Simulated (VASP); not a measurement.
# BP (F-43m) in VASP: a series of runs, part 2 of 2

VASP 6.6.1.

## 4. Single point, PBE (12.38 Å³/atom)

This run uses another cell than the first one, of 12.38 Å³/atom.

INCAR reads:

```
PREC     = Accurate       # precision mode
ENCUT    = 520            # plane-wave cutoff, eV
EDIFF    = 1E-6           # SCF threshold, eV
ISMEAR   = -1             # smearing method
SIGMA    = 0.05           # smearing width, eV
LREAL    = False          # projectors in reciprocal space
LASPH    = True           # aspherical terms in the spheres
NELM     = 100            # most SCF steps
ALGO     = Normal         # electronic algorithm
ISIF     = 2              # what is computed and relaxed
LWAVE    = False          # write WAVECAR
LCHARG   = False          # write CHGCAR
GGA      = PE             # functional
NBANDS   = 11             # bands
```

KPOINTS reads:

```
regular mesh
0
Gamma
  15 15 15
```

POSCAR reads:

```
BP
1.0
    0.0000000000      2.3135014941      2.3135014941
    2.3135014941      0.0000000000      2.3135014941
    2.3135014941      2.3135014941      0.0000000000
B P
1 1
Direct
    0.0000000000      0.0000000000      0.0000000000
    0.7500000000      0.7500000000      0.7500000000
```

Potentials or basis: VASP PAW PBE potentials, release 64 (B, P).

The run is started by

```console
$ cat potpaw_PBE.64/B/POTCAR potpaw_PBE.64/P/POTCAR > POTCAR
$ mpirun -np 1 vasp_std > vasp.out
```

OUTCAR:

```text
PREC = Accurate
   ENCUT = 520
   EDIFF = 1E-6
   ISMEAR = -1
   LREAL = False
   LASPH = True
   NELM = 100
   ISIF = 2
   GGA = PE

 ion  position               nearest neighbor table
   1  0.000  0.000  0.000-   2 2.00   2 2.00   2 2.00   2 2.00
   2  0.750  0.750  0.750-   1 2.00   1 2.00   1 2.00   1 2.00

  LATTYP: Found a face centered cubic cell.
 ALAT       =     4.6270029882

  Lattice vectors:

 A1 = (   0.0000000000,   2.3135014941,   2.3135014941)
 A2 = (   2.3135014941,   0.0000000000,   2.3135014941)
 A3 = (   2.3135014941,   2.3135014941,   0.0000000000)

Analysis of symmetry for initial positions (statically):
=====================================================================
 Subroutine PRICEL returns:
 Original cell was already a primitive cell.

 Routine SETGRP: Setting up the symmetry group for a
 face centered cubic supercell.

 Subroutine GETGRP returns: Found 24 space group operations
 (whereof 24 operations were pure point group operations)
 out of a pool of 48 trial point group operations.

The static configuration has the point symmetry T_d .

Analysis of symmetry for dynamics (positions and initial velocities):
=====================================================================
 Subroutine PRICEL returns:
 Original cell was already a primitive cell.

 Routine SETGRP: Setting up the symmetry group for a
 face centered cubic supercell.

 Subroutine GETGRP returns: Found 24 space group operations
 (whereof 24 operations were pure point group operations)
 out of a pool of 48 trial point group operations.

The dynamic configuration has the point symmetry T_d .

 Subroutine INISYM returns: Found 24 space group operations
 (whereof 24 operations are pure point group operations),
 and found     1 'primitive' translations

----------------------------------------------------------------------------------------

                                     Primitive cell

  volume of cell :      24.7651

  direct lattice vectors                    reciprocal lattice vectors
     0.000000000  2.313501494  2.313501494    -0.216122618  0.216122618  0.216122618
     2.313501494  0.000000000  2.313501494     0.216122618 -0.216122618  0.216122618
     2.313501494  2.313501494  0.000000000     0.216122618  0.216122618 -0.216122618

  length of vectors
     3.271785190  3.271785190  3.271785190     0.374335355  0.374335355  0.374335355

  position of ions in fractional coordinates (direct lattice)
     0.000000000  0.000000000  0.000000000
     0.750000000  0.750000000  0.750000000

  ion indices of the primitive-cell ions
   primitive index   ion index
                 1           1
                 2           2

----------------------------------------------------------------------------------------

 KPOINTS: regular mesh

Automatic generation of k-mesh.
 Grid dimensions read from file:
 generate k-points for:   15   15   15

 Generating k-lattice:

  Cartesian coordinates                     Fractional coordinates (reciprocal lattice)
    -0.014408175  0.014408175  0.014408175     0.066666667  0.000000000  0.000000000
     0.014408175 -0.014408175  0.014408175     0.000000000  0.066666667  0.000000000
     0.014408175  0.014408175 -0.014408175     0.000000000  0.000000000  0.066666667

  Length of vectors
     0.024955690  0.024955690  0.024955690

  Shift w.r.t. Gamma in fractional coordinates (k-lattice)
     0.000000000  0.000000000  0.000000000

 Subroutine IBZKPT returns following result:
 ===========================================

 Found    120 irreducible k-points:

 Following reciprocal coordinates:
            Coordinates               Weight
  0.000000  0.000000  0.000000      1.000000
  0.066667  0.000000  0.000000      8.000000
  0.133333  0.000000  0.000000      8.000000
  0.200000  0.000000  0.000000      8.000000
  0.266667  0.000000  0.000000      8.000000
  0.333333  0.000000  0.000000      8.000000
[... 16 lines left out ...]
  0.133333  0.133333  0.000000      6.000000
  0.200000  0.133333  0.000000     24.000000
 [... further k-points ...]
   k-points           NKPTS =    120   k-points in BZ     NKDIM =    120   number of bands    NBANDS=     11
   number of dos      NEDOS =    301   number of ions     NIONS =      2
   total plane-waves  NPLWV =  13824
   dimension x,y,z NGX =    24 NGY =   24 NGZ =   24
   dimension x,y,z NGXF=    48 NGYF=   48 NGZF=   48
   ions per type =               1   1
   NGX,Y,Z   is equivalent  to a cutoff of  12.19, 12.19, 12.19 a.u.
   NGXF,Y,Z  is equivalent  to a cutoff of  24.39, 24.39, 24.39 a.u.
 SYSTEM =  unknown system
   PREC   = accura    normal or accurate (medium, high low for compatibility)
   ISTART =      0    job   : 0-new  1-cont  2-samecut
   ICHARG =      2    charge: 1-file 2-atom 10-const
   ISPIN  =      1    spin polarized calculation?
   LNONCOLLINEAR =      F non collinear calculations
   LSORBIT =      F    spin-orbit coupling
   LASPH  =      T    aspherical Exc in radial PAW
   ENCUT  =  520.0 eV  38.22 Ry    6.18 a.u.   6.08  6.08  6.08*2*pi/ulx,y,z
   NELM   =    100;   NELMIN=  2; NELMDL= -5     # of ELM steps
   EDIFF  = 0.1E-05   stopping-criterion for ELM
   LREAL  =      F    real-space projection
   EDIFFG = 0.1E-04   stopping-criterion for IOM
   NSW    =      0    number of steps for IOM
   IBRION =     -1    ionic relax: 0-MD 1-quasi-New 2-CG
   NFREE  =      0    steps in history (QN), initial steepest desc. (CG)
   ISIF   =      2    stress and relaxation
   ISYM   =      2    0-nonsym 1-usesym 2-fastsym
   POTIM  = 0.5000    time-step for ionic-motion
   TEBEG  =    0.0;   TEEND  =   0.0 temperature during run
   PSTRESS=    0.0 pullay stress
   NELECT =       8.0000    total number of electrons
   NUPDOWN=      -1.0000    fix difference up-down
   EMIN   =  10.00;   EMAX   =-10.00  energy-range for DOS
   EFERMI =   0.00;   METHOD = LEGACY
   ISMEAR =    -1;   SIGMA  =   0.05  broadening in eV -4-tet -1-fermi 0-gaus
   EFERMI_NEDOS =   21; number of points for ismear=-14 and -15
   IALGO  =     38    algorithm
   IMIX   =      4    mixing-type and parameters
     AMIX     =   0.40;   BMIX     =  1.00
     AMIX_MAG =   1.60;   BMIX_MAG =  1.00
  volume/ion in A,a.u.               =      12.38        83.56
  Fermi-wavevector in a.u.,A,eV,Ry     =   1.123290  2.122709 17.167550  1.261779
  Thomas-Fermi vector in A             =   2.259955
   LORBIT       =      0    0 simple, 1 ext, 2 COOP (PROOUT), +10 PAW based schemes
   GGA     = PE    functional components
   LHFCALC =     F    Hartree Fock is set to
   AEXX    =    0.0000 exact exchange contribution
   IVDW    =     0    specifies the selected vdW correction
   LEPSILON=     F    determine dielectric tensor
   LRPA    =     F    only Hartree local field effects (RPA)
 non-spin polarized calculation
  energy-cutoff  :      520.00
  volume of cell :       24.77
 maximum number of plane-waves:       680
   NGX = 13   NGY = 13   NGZ = 13

 number of electron       7.9999999 magnetization

 Free energy of the ion-electron system (eV)
  ---------------------------------------------------
  ext. energy  EPLUGINS =         0.00000000
  ---------------------------------------------------
  free energy    TOTEN  =       -12.89972800 eV

  energy without entropy =      -12.89972799  energy(sigma->0) =      -12.89972800

 E-fermi :   7.4044     XC(G=0): -10.6580

 val. band max:        6.7566660350   @ k =   0.0000   0.0000   0.0000
 cond. band min:       8.0737188965   @ k =   0.4000   0.4000   0.0000
 fundamental gap:      1.3170528616
 Fermi energy:         7.4043799268

 k-point     1 :       0.0000    0.0000    0.0000
  band No.  band energies     occupation
      1      -8.1928      2.00000
      2       6.7567      2.00000
      3       6.7567      2.00000
      4       6.7567      2.00000
      5      10.0781      0.00000
      6      10.0781      0.00000
      7      10.0781      0.00000
      8      13.2609      0.00000
      9      17.8915      0.00000
     10      18.7243      0.00000
     11      18.7243      0.00000
[... 309 lines left out ...]
 k-point    24 :       0.2000    0.1333    0.0000
  band No.  band energies     occupation
      1      -7.5106      2.00000
      2       4.1961      2.00000
      3       5.1418      2.00000
      4       5.4152      2.00000
      5       9.4408      0.00000
      6      12.1640      0.00000
      7      12.3548      0.00000
      8      13.5791      0.00000
      9      16.9942      0.00000
     10      19.1956      0.00000
     11      19.8318      0.00000

 [... further k-points ...]

------------------------ aborting loop because EDIFF is reached ----------------------------------------

  FORCE on cell =-STRESS in cart. coord.  units (eV):
  Direction    XX          YY          ZZ          XY          YZ          ZX
  --------------------------------------------------------------------------------------
  -------------------------------------------------------------------------------------
  Total       -1.1952100     -1.1952100     -1.1952100      0.0000000      0.0000000     -0.0000000
  in kB      -77.3242002    -77.3242002    -77.3242002      0.0000000      0.0000000     -0.0000000
  external PRESSURE =     -77.3242002 kB  Pullay stress =       0.0000000 kB

 VOLUME and BASIS-vectors are now :
 -----------------------------------------------------------------------------
  energy-cutoff  :      520.00
  volume of cell :       24.77
      direct lattice vectors                 reciprocal lattice vectors
     0.000000000  2.313501494  2.313501494    -0.216122618  0.216122618  0.216122618
     2.313501494  0.000000000  2.313501494     0.216122618 -0.216122618  0.216122618
     2.313501494  2.313501494  0.000000000     0.216122618  0.216122618 -0.216122618

 POSITION                                       TOTAL-FORCE (eV/Angst)
 -----------------------------------------------------------------------------------
      0.00000      0.00000      0.00000         0.000000      0.000000      0.000000
      3.47025      3.47025      3.47025        -0.000000     -0.000000     -0.000000
 -----------------------------------------------------------------------------------
    total drift:                               -0.000000     -0.000000     -0.000000

  FREE ENERGIE OF THE ION-ELECTRON SYSTEM (eV)
  ---------------------------------------------------
  free  energy   TOTEN  =       -12.8997280015 eV

  energy  without entropy=      -12.8997279900  energy(sigma->0) =      -12.89972800
```

Wall time 8.3 s (1 thread of Intel Xeon 6975P-C (Granite Rapids), shared host); peak memory 0.15 GiB.

Results:

```
Free energy            : -12.8997 eV
Pressure               : -7.7 GPa
Band gap on the k mesh : 1.32 eV (least direct gap 3.32 eV)
```

Caveat: the cell stands under tension; an odd mesh through Γ misses points on the zone boundary, where band edges can lie.

## 5. Overview

```csv
cell,gap on the mesh (eV),pressure (GPa)
"a = 3.165 Å, angles 60.0°, 2 atoms",1.18,8.2
"a = 3.198 Å, angles 60.0°, 2 atoms",1.23,2.6
"a = 3.272 Å, angles 60.0°, 2 atoms",1.32,-7.7
```

Alike in all rows: task single point; level PBE; potentials or basis VASP PAW PBE potentials, release 64 (B, P); no spin polarisation; k mesh 15 × 15 × 15; cutoff (eV) 520; smearing fermi-dirac 0.05 eV.

Caveats: an odd mesh through Γ misses points on the zone boundary, where band edges can lie; the cell stands under pressure (at least some runs); the cell stands under tension (at least some runs).

Absolute energies hang on the potentials; compare differences alone.
